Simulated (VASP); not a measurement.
# BiMo (wurtzite type) (P6_3mc) in VASP: notebook, part 2 of 2

VASP 6.6.1. The steps go on from the part before.

## (4) Single point, PBEsol

This run uses another cell than the first one, of 10.93 Å³/atom.

INCAR reads:

```
SYSTEM = BiMo
ALGO = Normal
EDIFF = 1E-7
ENCUT = 520
GGA = PS
ISIF = 2
ISMEAR = -1
LASPH = .True.
LCHARG = .False.
LREAL = .False.
LWAVE = .False.
NBANDS = 37
NELM = 60
PREC = Accurate
SIGMA = 0.1
```

KPOINTS reads:

```
k-points
0
Gamma
  10 10 6
  0 0 0
```

POSCAR reads:

```
BiMo
1.0
    2.4712407138      0.0000000000      0.0000000000
   -1.2356203569      2.1401572370      0.0000000000
    0.0000000000      0.0000000000      8.2700647145
Mo Bi
2 2
Direct
    0.3333333333      0.6666666667      0.0545955848
    0.6666666667      0.3333333333      0.5545955848
    0.3333333333      0.6666666667      0.3214044152
    0.6666666667      0.3333333333      0.8214044152
```

Potentials or basis: VASP PAW PBE potentials, release 64 (Mo_sv, Bi_d).

On the command line:

```bash
cat potpaw_PBE.64/Mo_sv/POTCAR potpaw_PBE.64/Bi_d/POTCAR > POTCAR
mpirun -np 1 vasp_std > vasp.out
```

OUTCAR:

```text
SYSTEM = BiMo
   EDIFF = 1E-7
   ENCUT = 520
   GGA = PS
   ISIF = 2
   ISMEAR = -1
   LASPH = .True.
   LREAL = .False.
   NELM = 60
   PREC = Accurate

 ion  position               nearest neighbor table
   1  0.333  0.667  0.055-   3 2.21   4 2.40   4 2.40   4 2.40   3 3.31   3 3.31   3 3.31   3 3.31
                             3 3.31   3 3.31   4 3.44   4 3.44   4 3.44
   2  0.667  0.333  0.555-   4 2.21   3 2.40   3 2.40   3 2.40   4 3.31   4 3.31   4 3.31   4 3.31
                             4 3.31   4 3.31   3 3.44   3 3.44   3 3.44
   3  0.333  0.667  0.321-   1 2.21   2 2.40   2 2.40   2 2.40   1 3.31   1 3.31   1 3.31   1 3.31
                             1 3.31   1 3.31   2 3.44   2 3.44   2 3.44
   4  0.667  0.333  0.821-   2 2.21   1 2.40   1 2.40   1 2.40   2 3.31   2 3.31   2 3.31   2 3.31
                             2 3.31   2 3.31   1 3.44   1 3.44   1 3.44
[... 1165 lines left out ...]
  Total      109.7796630    109.7796630    110.2885897     -0.0000000      0.0000000      0.0000000
  in kB     4021.2663081   4021.2663081   4039.9084677     -0.0000000      0.0000000      0.0000000
  external PRESSURE =    4027.4803613 kB  Pullay stress =       0.0000000 kB

 VOLUME and BASIS-vectors are now :
 -----------------------------------------------------------------------------
  energy-cutoff  :      520.00
  volume of cell :       43.74
      direct lattice vectors                 reciprocal lattice vectors
     2.471240714  0.000000000  0.000000000     0.404655036  0.233627694  0.000000000
    -1.235620357  2.140157237  0.000000000     0.000000000  0.467255388  0.000000000
     0.000000000  0.000000000  8.270064715     0.000000000  0.000000000  0.120918038

 POSITION                                       TOTAL-FORCE (eV/Angst)
 -----------------------------------------------------------------------------------
     -0.00000      1.42677      0.45151         0.000000     -0.000000      0.034610
      1.23562      0.71339      4.58654         0.000000     -0.000000      0.034610
     -0.00000      1.42677      2.65804        -0.000000      0.000000     -0.034610
      1.23562      0.71339      6.79307        -0.000000     -0.000000     -0.034610
 -----------------------------------------------------------------------------------
    total drift:                               -0.000000      0.000000      0.000246

  FREE ENERGIE OF THE ION-ELECTRON SYSTEM (eV)
  ---------------------------------------------------
  free  energy   TOTEN  =         0.6603126598 eV

  energy  without entropy=        0.7365202958  energy(sigma->0) =        0.69841648
```

OSZICAR:

```text
N       E                     dE             d eps       ncg     rms          rms(c)
DAV:   1     0.857142472555E+03    0.85714E+03   -0.31288E+04  4269   0.237E+03
DAV:   2     0.777777177225E+02   -0.77936E+03   -0.75933E+03  4200   0.653E+02
DAV:   3     0.122426025171E+01   -0.76553E+02   -0.74189E+02  4581   0.205E+02
DAV:   4    -0.158900773538E+01   -0.28133E+01   -0.27850E+01  4848   0.392E+01
DAV:   5    -0.168688945971E+01   -0.97882E-01   -0.97805E-01  5756   0.723E+00    0.609E+01
DAV:   6     0.569963518446E-01    0.17439E+01   -0.39000E+00  5966   0.199E+01    0.378E+01
DAV:   7     0.469972055621E+00    0.41298E+00   -0.26257E+00  4970   0.113E+01    0.857E+00
DAV:   8     0.656932954365E+00    0.18696E+00   -0.71732E-01  5794   0.714E+00    0.623E-01
DAV:   9     0.660118777346E+00    0.31858E-02   -0.56554E-02  4850   0.170E+00    0.831E-01
DAV:  10     0.660274988169E+00    0.15621E-03   -0.48543E-03  5780   0.558E-01    0.187E-01
DAV:  11     0.660306970003E+00    0.31982E-04   -0.18677E-04  5117   0.121E-01    0.186E-02
DAV:  12     0.660309601254E+00    0.26313E-05   -0.17184E-05  5243   0.316E-02    0.143E-02
DAV:  13     0.660312227106E+00    0.26259E-05   -0.11180E-06  5418   0.777E-03    0.481E-03
DAV:  14     0.660312713200E+00    0.48609E-06   -0.10608E-07  2841   0.259E-03    0.167E-03
DAV:  15     0.660312659784E+00   -0.53416E-07   -0.36114E-08  2727   0.147E-03
   1 F= 0.66031266E+00 E0= 0.69841648E+00  d E =-.762076E-01
```

It took 2.3 min on 1 thread of Intel Xeon 8259CL, shared host; peak memory 0.21 GiB.

Results:

```
Free energy            : 0.6603 eV
Pressure               : 402.7 GPa
Largest force          : 0.035 eV/Å
Band gap on the k mesh : zero (bands 29 and 30 overlap by 3.42 eV)
```

Forces in eV/Å, atoms in the order of the input:
```
Mo   0.000  0.000  0.035
Mo   0.000  0.000  0.035
Bi   0.000  0.000 -0.035
Bi   0.000  0.000 -0.035
```

Levels at points of the mesh, in eV from the Fermi level:
| k point | band 25 | band 26 | band 27 | band 28 | band 29 | band 30 | band 31 | band 32 | band 33 | band 34 |
| --- | --- | --- | --- | --- | --- | --- | --- | --- | --- | --- |
| (0.00, 0.00, 0.00) | -1.64 | -1.64 | -1.60 | -1.60 | 1.54 | 1.54 | 2.31 | 2.31 | 4.39 | 6.03 |
| (0.50, 0.00, 0.00) | -5.77 | -4.20 | -1.84 | -1.70 | 0.46 | 0.62 | 4.14 | 4.34 | 5.76 | 6.71 |
| (0.00, 0.00, 0.50) | -1.61 | -1.61 | -1.61 | -1.61 | 1.88 | 1.88 | 1.88 | 1.88 | 5.56 | 5.56 |
| (0.50, 0.00, 0.50) | -5.70 | -5.70 | -0.80 | -0.80 | 0.19 | 0.19 | 3.91 | 3.91 | 6.35 | 6.35 |

Caveat: the cell stands under pressure; the PAW data sets were made with another functional, which shifts forces and pressure a little; spin-orbit coupling is left out, which moves the levels of the heavy elements.
